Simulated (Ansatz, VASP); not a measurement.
**One calculation of Sb, two programs**

```
CELL_PARAMETERS angstrom
2.17553 1.27112 3.76096
-2.12567 1.24962 3.73946
0.00630 -2.46458 3.73158
ATOMIC_POSITIONS crystal
Sb 0.23364 0.23364 0.23364
Sb 0.76636 0.76636 0.76636
```

Change from the starting cell: equal xy, yz and zx shear strains of +1 %, PAW files.

Alike in both runs: task electric field gradients; functional PBE; k mesh 9 × 9 × 9; occupations fermi-dirac, width 0.05 eV; no spin polarisation.

|  | VASP | Ansatz |
| --- | --- | --- |
| version | VASP 6.6.1 | Ansatz 0.2.0 |
| potentials or method | VASP PAW PBE potentials, release 64 (Sb) | PAW with Ansatz's default frozen-core files, scalar-relativistic |
| plane-wave cutoff (eV) | 520 | 420 |
| valence electrons in the cell | 10 | 30 |

Ansatz gave:

```
pressure (GPa)                                                : 3.1
traceless stress, the component that is largest in VASP (GPa) : -0.62
rms of the force components (eV/Å)                            : 0.119
size of Vzz on the site where it differs most (V/Å²)          : 50.9
```

**Question.** Estimate VASP's values.

**Answer.** Pressure (GPa): 3.2; traceless stress, the component that is largest in VASP (GPa): -0.62; rms of the force components (eV/Å): 0.145; size of Vzz on the site where it differs most (V/Å²): 46.9.

Atom by atom the forces differ by 0.026 eV/Å (rms over components). VASP's potentials hold 10 valence electrons a cell and Ansatz's 30, so a difference there can come from the potentials and not from the codes.

Spin-orbit coupling is off throughout.
